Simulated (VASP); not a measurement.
Input of a VASP 6.6.1 run:

File INCAR:

```
SYSTEM = BiTe
PREC = Accurate
ENCUT = 500
EDIFF = 1E-8
ISMEAR = -1
SIGMA = 0.15
LREAL = .FALSE.
LASPH = .TRUE.
NELM = 120
ALGO = Normal
ISIF = 3
LWAVE = .FALSE.
LCHARG = .TRUE.
GGA = PE
IBRION = 6
NFREE = 2
POTIM = 0.015
NSW = 1
GGA_COMPAT = .FALSE.
KPAR = 4
```

KPOINTS

```
Automatic mesh
0
G
  16 16 16
  0 0 0
```

POSCAR

```
BiTe
1.0
    0.0000000000      3.2548796324      3.2548796324
    3.2548796324      0.0000000000      3.2548796324
    3.2548796324      3.2548796324      0.0000000000
Bi Te
1 1
Direct
    0.0000000000      0.0000000000      0.0000000000
    0.5000000000      0.5000000000      0.5000000000
```

Potentials or basis: VASP PAW PBE potentials, release 64 (Bi_d, Te).

Run with:

```console
$ cat potpaw_PBE.64/Bi_d/POTCAR potpaw_PBE.64/Te/POTCAR > POTCAR
$ mpirun -np 4 vasp_std > vasp.out
```

Estimate the elastic constants C11, C12, C44.

99, 20, 0 GPa.

Estimate the Voigt bulk modulus.

46 GPa.

Predict the highest phonon frequency at Γ, LO-TO splitting left out.

87 cm⁻¹.

Elastic tensor in Voigt notation (GPa, in the Cartesian axes of the cell as first typed):
```
99 20 20  0  0  0
20 99 20  0  0  0
20 20 99  0  0  0
 0  0  0  0  0  0
 0  0  0  0  0  0
 0  0  0  0  0  0
```

Caveat: the elastic tensor has a negative eigenvalue, so either the cell is unstable as it stands or the mesh is too thin.
